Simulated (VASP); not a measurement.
# Rh (Fm-3m) in VASP: settings compared

Aim: see how the results for Rh move with the level of theory and the settings. Levels: r2SCAN0, RPBE+D3(BJ). Tasks: single point.

All numbers are computed with VASP 6.6.1; they aren't measurements. Logs are shortened: lines on timing, memory, paths and dates and some standing lists are left out, and cuts for length are marked.

**1. The cell of the first run**

It takes space group Fm-3m (No. 225, cubic). The conventional cell has a = 3.796 Å, b = 3.796 Å, c = 3.796 Å, α = 90.00°, β = 90.00°, γ = 90.00°. Within 3.5 Å of Rh (site symmetry m-3m) lie 12 Rh at 2.68 Å.

**2. Single point, r2SCAN0**

Input file POSCAR:

```
Rh
1.0
    0.0000000000      1.8978500000      1.8978500000
    1.8978500000      0.0000000000      1.8978500000
    1.8978500000      1.8978500000      0.0000000000
Rh
1
Direct
    0.0000000000      0.0000000000      0.0000000000
```

Input file INCAR.step1:

```
SYSTEM = Rh
PREC     = Accurate       ! precision mode
ENCUT    = 520            ! plane-wave cutoff, eV
EDIFF    = 1E-5           ! SCF threshold, eV
ISMEAR   = -1             ! smearing method
SIGMA    = 0.05           ! smearing width, eV
LREAL    = .False.        ! projectors in reciprocal space
LASPH    = .True.         ! aspherical terms in the spheres
NELM     = 100            ! most SCF steps
ALGO     = Normal         ! electronic algorithm
ISIF     = 2              ! what is computed and relaxed
LWAVE    = .True.         ! write WAVECAR
LCHARG   = .False.        ! write CHGCAR
NBANDS   = 14             ! bands
GGA      = PE             ! functional
```

Input file INCAR.step2:

```
SYSTEM = Rh
PREC     = Accurate       ! precision mode
ENCUT    = 520            ! plane-wave cutoff, eV
EDIFF    = 1E-6           ! SCF threshold, eV
ISMEAR   = -1             ! smearing method
SIGMA    = 0.05           ! smearing width, eV
LREAL    = .False.        ! projectors in reciprocal space
LASPH    = .True.         ! aspherical terms in the spheres
NELM     = 100            ! most SCF steps
ALGO     = Normal         ! electronic algorithm
ISIF     = 2              ! what is computed and relaxed
LWAVE    = .False.        ! write WAVECAR
LCHARG   = .False.        ! write CHGCAR
METAGGA  = R2SCAN         ! meta-GGA
LHFCALC  = .True.         ! exact exchange
AEXX     = 0.25           ! exact-exchange fraction
LMIXTAU  = .True.       
PRECFOCK = Normal       
NBANDS   = 14             ! bands
ISTART   = 1
```

Input file KPOINTS:

```
regular mesh
0
Gamma
  7 7 7
  0 0 0
```

Potentials or basis: VASP PAW PBE potentials, release 64 (Rh_pv).

Command:

```
$ cat potpaw_PBE.64/Rh_pv/POTCAR > POTCAR
$ cp INCAR.step1 INCAR
$ mpirun -np 1 vasp_std > vasp.out
$ cp INCAR.step2 INCAR
$ mpirun -np 1 vasp_std > vasp.out
```

OUTCAR:

```text
SYSTEM = Rh
   PREC = Accurate
   ENCUT = 520
   EDIFF = 1E-6
   ISMEAR = -1
   LREAL = .False.
   LASPH = .True.
   NELM = 100
   ISIF = 2
   METAGGA = R2SCAN
   LHFCALC = .True.
   AEXX = 0.25
   PRECFOCK = Normal
   ISTART = 1

 ion  position               nearest neighbor table
   1  0.000  0.000  0.000-

  LATTYP: Found a face centered cubic cell.
 ALAT       =     3.7957000000

  Lattice vectors:

 A1 = (   0.0000000000,   1.8978500000,   1.8978500000)
 A2 = (   1.8978500000,   0.0000000000,   1.8978500000)
 A3 = (   1.8978500000,   1.8978500000,   0.0000000000)

Analysis of symmetry for initial positions (statically):
[... 33 lines left out ...]
                                     Primitive cell

  volume of cell :      13.6715

  direct lattice vectors                    reciprocal lattice vectors
     0.000000000  1.897850000  1.897850000    -0.263456016  0.263456016  0.263456016
     1.897850000  0.000000000  1.897850000     0.263456016 -0.263456016  0.263456016
     1.897850000  1.897850000  0.000000000     0.263456016  0.263456016 -0.263456016

  length of vectors
     2.683965209  2.683965209  2.683965209     0.456319205  0.456319205  0.456319205

  position of ions in fractional coordinates (direct lattice)
     0.000000000  0.000000000  0.000000000

  ion indices of the primitive-cell ions
   primitive index   ion index
                 1           1

----------------------------------------------------------------------------------------

 KPOINTS: regular mesh

Automatic generation of k-mesh.
 Grid dimensions read from file:
 generate k-points for:    7    7    7

 Generating k-lattice:

  Cartesian coordinates                     Fractional coordinates (reciprocal lattice)
    -0.037636574  0.037636574  0.037636574     0.142857143  0.000000000  0.000000000
     0.037636574 -0.037636574  0.037636574     0.000000000  0.142857143  0.000000000
     0.037636574  0.037636574 -0.037636574     0.000000000  0.000000000  0.142857143

  Length of vectors
     0.065188458  0.065188458  0.065188458

  Shift w.r.t. Gamma in fractional coordinates (k-lattice)
     0.000000000  0.000000000  0.000000000

 Subroutine IBZKPT returns following result:
 ===========================================

 Found     20 irreducible k-points:

 Following reciprocal coordinates:
            Coordinates               Weight
  0.000000  0.000000  0.000000      1.000000
  0.142857  0.000000  0.000000      8.000000
  0.285714  0.000000  0.000000      8.000000
  0.428571  0.000000  0.000000      8.000000
  0.142857  0.142857  0.000000      6.000000
  0.285714  0.142857  0.000000     24.000000
[... 12 lines left out ...]
 -0.428571  0.428571  0.142857     24.000000
 -0.285714  0.428571  0.142857     24.000000
   k-points           NKPTS =     20   k-points in BZ     NKDIM =    343   number of bands    NBANDS=     14
   number of dos      NEDOS =    301   number of ions     NIONS =      1
   total plane-waves  NPLWV =   8000
   dimension x,y,z NGX =    20 NGY =   20 NGZ =   20
   dimension x,y,z NGXF=    40 NGYF=   40 NGZF=   40
   ions per type =               1
   NGX,Y,Z   is equivalent  to a cutoff of  12.39, 12.39, 12.39 a.u.
   NGXF,Y,Z  is equivalent  to a cutoff of  24.78, 24.78, 24.78 a.u.
 SYSTEM =  Rh
   PREC   = accura    normal or accurate (medium, high low for compatibility)
   ISTART =      1    job   : 0-new  1-cont  2-samecut
   ICHARG =      0    charge: 1-file 2-atom 10-const
   ISPIN  =      1    spin polarized calculation?
   LNONCOLLINEAR =      F non collinear calculations
   LSORBIT =      F    spin-orbit coupling
   LASPH  =      T    aspherical Exc in radial PAW
   ENCUT  =  520.0 eV  38.22 Ry    6.18 a.u.   4.99  4.99  4.99*2*pi/ulx,y,z
   NELM   =    100;   NELMIN=  2; NELMDL=  0     # of ELM steps
   EDIFF  = 0.1E-05   stopping-criterion for ELM
   LREAL  =      F    real-space projection
   EDIFFG = 0.1E-04   stopping-criterion for IOM
   NSW    =      0    number of steps for IOM
   IBRION =     -1    ionic relax: 0-MD 1-quasi-New 2-CG
   NFREE  =      0    steps in history (QN), initial steepest desc. (CG)
   ISIF   =      2    stress and relaxation
   ISYM   =      3    0-nonsym 1-usesym 2-fastsym
   POTIM  = 0.5000    time-step for ionic-motion
   TEBEG  =    0.0;   TEEND  =   0.0 temperature during run
   PSTRESS=    0.0 pullay stress
   NELECT =      15.0000    total number of electrons
   NUPDOWN=      -1.0000    fix difference up-down
   EMIN   =  10.00;   EMAX   =-10.00  energy-range for DOS
   EFERMI =   0.00;   METHOD = LEGACY
   ISMEAR =    -1;   SIGMA  =   0.05  broadening in eV -4-tet -1-fermi 0-gaus
   EFERMI_NEDOS =   21; number of points for ismear=-14 and -15
   IALGO  =     38    algorithm
   IMIX   =      1    mixing-type and parameters
     AMIX     =   0.40;   BMIX     =  1.00
     AMIX_MAG =   1.60;   BMIX_MAG =  1.00
  volume/ion in A,a.u.               =      13.67        92.26
  Fermi-wavevector in a.u.,A,eV,Ry     =   1.688496  3.190795 38.790465  2.851019
  Thomas-Fermi vector in A             =   2.770792
   LORBIT       =      0    0 simple, 1 ext, 2 COOP (PROOUT), +10 PAW based schemes
   METAGGA = R2SCAN    functional components
   LHFCALC =     T    Hartree Fock is set to
   PRECFOCK=normal    Normal, Fast or Accurate (Low or Medium for compatibility)
   ENCUT4O =  -1.0   cutoff for four orbital integrals eV
   NKREDX  =     1    reduce k-point grid by
   NKREDY  =     1    reduce k-point grid by
   NKREDZ  =     1    reduce k-point grid by
   AEXX    =    0.2500 exact exchange contribution
   HFSCREEN=    0.0000 screening length (either q_TF or 0.3 A-1)
   HFSCREENC=   0.0000 screening length for correlation (either q_TF or 0.3 A-1)
   ENCUTFOCK=  -1.0 apply spherical cutoff to Coloumb kernel
   IVDW    =     0    specifies the selected vdW correction
   LEPSILON=     F    determine dielectric tensor
   LRPA    =     F    only Hartree local field effects (RPA)
 non-spin polarized calculation
  energy-cutoff  :      520.00
  volume of cell :       13.67
 maximum number of plane-waves:       378
  NGX = 16; NGY = 16; NGZ = 16

 number of electron      15.0000007 magnetization

 Free energy of the ion-electron system (eV)
  ---------------------------------------------------
  ext. energy  EPLUGINS =         0.00000000
  ---------------------------------------------------
  free energy    TOTEN  =       -22.19956627 eV

  energy without entropy =      -22.19858219  energy(sigma->0) =      -22.19907423

 E-fermi :  11.4600     XC(G=0): -11.7939

 val. band max:       10.6272711000   @ k =  -0.4286   0.4286   0.0000
 cond. band min:      11.5149818733   @ k =   0.4286   0.4286   0.0000
 fundamental gap:      0.8877107734
 Fermi energy:        11.4600464345

 k-point     1 :       0.0000    0.0000    0.0000
  band No.  band energies     occupation
      1     -39.3203      2.00000
      2     -39.3203      2.00000
      3     -39.3203      2.00000
      4       2.0871      2.00000
      5       7.3041      2.00000
      6       7.3041      2.00000
      7       7.3041      2.00000
      8       9.2331      2.00000
      9       9.2331      2.00000
     10      29.5493      0.00000
     11      35.5373      0.00000
     12      35.5374      0.00000
     13      35.5374      0.00000
     14      35.7940      0.00000

 k-point     2 :       0.1429    0.0000    0.0000
  band No.  band energies     occupation
      1     -39.4998      2.00000
      2     -39.3453      2.00000
      3     -39.3453      2.00000
      4       2.9851      2.00000
      5       7.0172      2.00000
      6       7.6120      2.00000
      7       7.6120      2.00000
      8       9.1761      2.00000
      9       9.1761      2.00000
     10      30.6762      0.00000
     11      32.3125      0.00000
     12      35.7939      0.00000
     13      36.7813      0.00000
     14      36.7813      0.00000

 k-point     3 :       0.2857    0.0000    0.0000
  band No.  band energies     occupation
      1     -39.8944      2.00000
      2     -39.4019      2.00000
      3     -39.4019      2.00000
      4       4.1580      2.00000
      5       7.4797      2.00000
      6       7.4797      2.00000
      7       8.0186      2.00000
      8      10.2068      2.00000
      9      10.2068      2.00000
     10      27.7658      0.00000
     11      31.0575      0.00000
     12      35.7938      0.00000
     13      38.9835      0.00000
     14      38.9835      0.00000

 k-point     4 :       0.4286    0.0000    0.0000
  band No.  band energies     occupation
      1     -40.2040      2.00000
      2     -39.4482      2.00000
      3     -39.4482      2.00000
      4       3.9421      2.00000
      5       7.0485      2.00000
      6       7.0485      2.00000
      7      12.0391      0.00002
      8      12.2835      0.00000
      9      12.2835      0.00000
     10      23.1534      0.00000
     11      29.3775      0.00000
     12      35.7939      0.00000
     13      35.9765      0.00000
     14      35.9765      0.00000

 k-point     5 :       0.1429    0.1429    0.0000
  band No.  band energies     occupation
      1     -39.4963      2.00000
      2     -39.3849      2.00000
      3     -39.3849      2.00000
      4       3.2878      2.00000
      5       6.5489      2.00000
      6       8.0074      2.00000
      7       8.0074      2.00000
      8       8.5423      2.00000
      9       9.5696      2.00000
     10      31.2149      0.00000
     11      33.4728      0.00000
[... 208 lines left out ...]
 k-point    18 :      -0.4286    0.2857    0.1429
  band No.  band energies     occupation
      1     -40.0720      2.00000
      2     -39.7342      2.00000
      3     -39.5437      2.00000
      4       5.3979      2.00000
      5       5.8311      2.00000
      6       7.3155      2.00000
      7       8.8579      2.00000
      8      12.1711      0.00000
      9      17.7823      0.00000
     10      23.5362      0.00000
     11      29.0106      0.00000
     12      30.4724      0.00000
     13      35.7941      0.00000
     14      36.3733      0.00000

 k-point    19 :      -0.4286    0.4286    0.1429
  band No.  band energies     occupation
      1     -40.0860      2.00000
      2     -39.7482      2.00000
      3     -39.6430      2.00000
      4       4.3993      2.00000
      5       4.9630      2.00000
      6       8.6557      2.00000
      7      10.2441      2.00000
      8      12.8767      0.00000
      9      18.2750      0.00000
     10      26.0481      0.00000
     11      26.2488      0.00000
     12      27.5227      0.00000
     13      35.7931      0.00000
     14      38.1188      0.00000

 k-point    20 :      -0.2857    0.4286    0.1429
  band No.  band energies     occupation
      1     -39.9698      2.00000
      2     -39.9133      2.00000
      3     -39.6285      2.00000
      4       4.9121      2.00000
      5       5.9822      2.00000
      6       7.3365      2.00000
      7       9.2723      2.00000
      8      12.9075      0.00000
      9      21.7408      0.00000
     10      22.5746      0.00000
     11      25.5146      0.00000
     12      28.3095      0.00000
     13      35.7941      0.00000
     14      37.9331      0.00000

------------------------ aborting loop because EDIFF is reached ----------------------------------------

  FORCE on cell =-STRESS in cart. coord.  units (eV):
  Direction    XX          YY          ZZ          XY          YZ          ZX
  --------------------------------------------------------------------------------------
  -------------------------------------------------------------------------------------
  Total       -0.6613940     -0.6613940     -0.6613940     -0.0000000      0.0000000      0.0000000
  in kB      -77.5095402    -77.5095402    -77.5095402     -0.0000000      0.0000000      0.0000000
  external PRESSURE =     -77.5095402 kB  Pullay stress =       0.0000000 kB

 VOLUME and BASIS-vectors are now :
 -----------------------------------------------------------------------------
  energy-cutoff  :      520.00
  volume of cell :       13.67
      direct lattice vectors                 reciprocal lattice vectors
     0.000000000  1.897850000  1.897850000    -0.263456016  0.263456016  0.263456016
     1.897850000  0.000000000  1.897850000     0.263456016 -0.263456016  0.263456016
     1.897850000  1.897850000  0.000000000     0.263456016  0.263456016 -0.263456016

 POSITION                                       TOTAL-FORCE (eV/Angst)
 -----------------------------------------------------------------------------------
      0.00000      0.00000      0.00000        -0.000000     -0.000000     -0.000000
 -----------------------------------------------------------------------------------
    total drift:                               -0.000000      0.000000      0.000000

  FREE ENERGIE OF THE ION-ELECTRON SYSTEM (eV)
  ---------------------------------------------------
  free  energy   TOTEN  =       -22.1995662728 eV

  energy  without entropy=      -22.1985821894  energy(sigma->0) =      -22.19907423
```

Wall time 25 min (1 thread of Intel Xeon Platinum 8375C at 2.90GHz (Ice Lake), shared host); peak memory 0.14 GiB.

Results:

```yaml
Free_energy: -22.1996 eV
Pressure: -7.8 GPa
```

Levels at points of the mesh, in eV from the Fermi level:
| k point | band 4 | band 5 | band 6 | band 7 | band 8 | band 9 | band 10 | band 11 |
| --- | --- | --- | --- | --- | --- | --- | --- | --- |
| (0.00, 0.00, 0.00) | -9.37 | -4.16 | -4.16 | -4.16 | -2.23 | -2.23 | 18.09 | 24.08 |

Caveat: the k points lie up to 0.41 Å⁻¹ apart; the PAW data sets were made with another functional, which shifts forces and pressure a little.

(Part 1 of 2 ends here.)
